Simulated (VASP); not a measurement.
Al: single point with PBE

The system is Al.

```
Al
1.0
     0.00000    2.01996    2.01996
     2.01996    0.00000    2.01996
     2.01996    2.01996    0.00000
Al
1
Direct
  0.00000 0.00000 0.00000
```

```yaml
Program: VASP 6.6.1
Task: single point
Functional: PBE
Potentials_or_basis: VASP PAW PBE potentials, release 64 (Al)
Cutoff: 520 eV
k_mesh: 13 × 13 × 13
Occupations: fermi-dirac, width 1 eV
Spin: no spin polarisation
```

The pressure is 4.6 GPa.

Levels at points of the mesh, in eV from the Fermi level:
| k point | band 1 | band 2 | band 3 | band 4 |
| --- | --- | --- | --- | --- |
| (0.00, 0.00, 0.00) | -11.06 | 12.71 | 12.71 | 12.71 |

It took 7 s on 1 thread of Intel(R) Xeon(R) Platinum 8375C CPU @ 2.90GHz (Ice Lake) (shared host), peak memory 0.13 GiB.
